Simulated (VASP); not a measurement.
Here is a VASP 6.6.1 calculation.

File INCAR:

```
SYSTEM = Mg8AsS6
PREC = Accurate
ENCUT = 520
EDIFF = 1E-7
ISMEAR = -1
SIGMA = 0.05
LREAL = Auto
LASPH = .TRUE.
NELM = 80
ALGO = Normal
ISIF = 2
LWAVE = .FALSE.
LCHARG = .TRUE.
GGA = PS
LELF = .TRUE.
LVHAR = .TRUE.
NBANDS = 42
NELECT = 56.0
```

File KPOINTS:

```
Automatic mesh
0
Gamma
  2 2 2
  0.5 0.5 0.5
```

The input POSCAR:

```
Mg8AsS6
1.0
   10.3639610000      0.0000000000      0.0000000000
    0.0000000000      5.1819800000      0.0000000000
    0.0000000000      0.0000000000      5.1819800000
S As Mg
6 1 8
Direct
    0.7515210000      0.9957020000      0.0069670000
    0.0059260000      0.5000260000      0.0066720000
    0.9788780000      0.0118540000      0.4751670000
    0.5032980000      0.0132810000      0.5458620000
    0.2467730000      0.5432910000      0.4941050000
    0.7375170000      0.5032110000      0.5306720000
    0.5072410000      0.4762010000      0.0020890000
    0.9973660000      0.0048900000      0.9900040000
    0.5139140000      0.9670660000      0.9863780000
    0.2680030000      0.5082130000      0.0120570000
    0.7661080000      0.4981620000      0.9980980000
    0.2445370000      0.0138810000      0.5125970000
    0.7626380000      0.0108220000      0.5137970000
    0.9838630000      0.4953390000      0.5034290000
    0.4953350000      0.5250870000      0.4973570000
```

Potentials or basis: VASP PAW PBE potentials, release 64 (S, As, Mg).

The run is started by

```console
$ cat potpaw_PBE.64/S/POTCAR potpaw_PBE.64/As/POTCAR potpaw_PBE.64/Mg/POTCAR > POTCAR
$ mpirun -np 1 vasp_std > vasp.out
```

Q: Estimate the largest force.

A: 3.107 eV/Å.

Forces in eV/Å, atoms in the order of the input:
```
S    0.616  0.035  0.237
S    1.041  0.105 -0.278
S    3.049 -0.266  0.535
S   -0.924  0.099 -1.690
S   -0.776 -0.680  0.415
S    1.025  0.150 -0.842
As  -0.732 -0.143  0.103
Mg  -0.829 -0.121 -0.135
Mg   0.128  0.311  1.239
Mg  -0.565  0.048 -0.256
Mg  -0.518 -0.016  0.547
Mg   0.502  0.425 -0.056
Mg  -2.249 -0.124 -0.019
Mg   0.028  0.373  0.016
Mg   0.204 -0.196  0.184
```

Caveat: the k points lie up to 0.61 Å⁻¹ apart; the cell carries a net charge on a neutralising background, which shifts energy and pressure; the PAW data sets were made with another functional, which shifts forces and pressure a little.
